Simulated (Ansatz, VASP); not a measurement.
Two plane-wave programs on BeTe

```
Be Te
1.0
     0.00000    2.77791    2.77791
     2.77791    0.00000    2.77791
     2.77791    2.77791    0.00000
Be Te
1 1
Direct
  0.00000 0.00000 0.00000
  0.25000 0.25000 0.25000
```

Alike in both runs: functional LDA; k mesh 6 × 6 × 6; no spin polarisation.

Ansatz relaxed the structure, and its values are those at the end. VASP's run is a single point on that final structure, the one shown.

```csv
,VASP,Ansatz
version,VASP 6.6.1,Ansatz 0.2.0
potentials or method,"VASP PAW LDA potentials, release 64 (Be, Te), cutoff 600 eV","plane waves, PAW"
occupations,"methfessel-paxton of order 1, width 0.1 eV",cold
valence electrons in the cell,8,18
```

```csv
,VASP,Ansatz,Ansatz less VASP
pressure (GPa),0.3,0.0,-0.28
```

LDA's correlation is that of Perdew and Zunger in VASP and of Perdew and Wang (1992) in Ansatz. VASP's potentials hold 8 valence electrons a cell and Ansatz's 18, so a difference there can come from the potentials and not from the codes.

Spin-orbit coupling is off throughout.
